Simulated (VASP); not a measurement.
The system is Ge3SbSe.

```
Ge Sb Se
1.0
     4.87566    0.00000    0.00000
     0.00000    4.87566    0.00000
     0.00000    0.00000    4.81049
Ge Sb Se
3 1 1
Direct
  0.00000 0.50000 0.00000
  0.50000 0.00000 0.00000
  0.00000 0.00000 0.00000
  0.00000 0.00000 0.50000
  0.50000 0.50000 0.50000
```

* Program: VASP 6.6.1
* Task: relaxation of cell and atoms
* Functional: PBE
* Potentials or basis: VASP PAW PBE potentials, release 64 (Ge_d, Sb, Se)
* Cutoff: 600 eV
* k mesh: 4 × 4 × 4
* Occupations: gaussian, width 0.1 eV
* Spin: no spin polarisation

At the start: pressure 11.0 GPa; volume 22.87 Å³/atom.

**Question.** How do energy, volume and symmetry change on relaxing?

**Answer.** Over 9 steps the energy falls by 152.9 meV/atom and the volume is 26.90 Å³/atom (+17.6 %); space group P4/mmm (No. 123, to 0.05 Å).

Step by step:
| step | energy change (eV) | largest force (eV/Å) | pressure (GPa) | volume (Å³) |
| --- | --- | --- | --- | --- |
| 1 | 0.0000 | 0.0000 | 11.00 | 114.36 |
| 2 | -0.6839 | 0.0000 | -2.12 | 141.94 |
| 3 | -0.7624 | 0.0000 | 0.22 | 133.29 |
| 4 | -0.7626 | 0.0000 | 0.22 | 133.68 |
| 5 | -0.7623 | 0.0000 | 0.09 | 134.09 |
| 6 | -0.7638 | 0.0000 | -0.03 | 134.74 |
| 7 | -0.7638 | 0.0000 | -0.16 | 135.01 |
| 8 | -0.7638 | 0.0000 | -0.14 | 134.94 |
| 9 | -0.7643 | 0.0000 | -0.09 | 134.50 |

Final structure:
```
Ge Sb Se
1.0
     5.04333    0.00000    0.00000
     0.00000    5.04333    0.00000
     0.00000    0.00000    5.28801
Ge Sb Se
3 1 1
Direct
  0.00000 0.50000 0.00000
  0.50000 0.00000 0.00000
  0.00000 0.00000 0.00000
  0.00000 0.00000 0.50000
  0.50000 0.50000 0.50000
```

Caveat: the volume moved by over 15 % at a fixed basis, so the end points are rough.
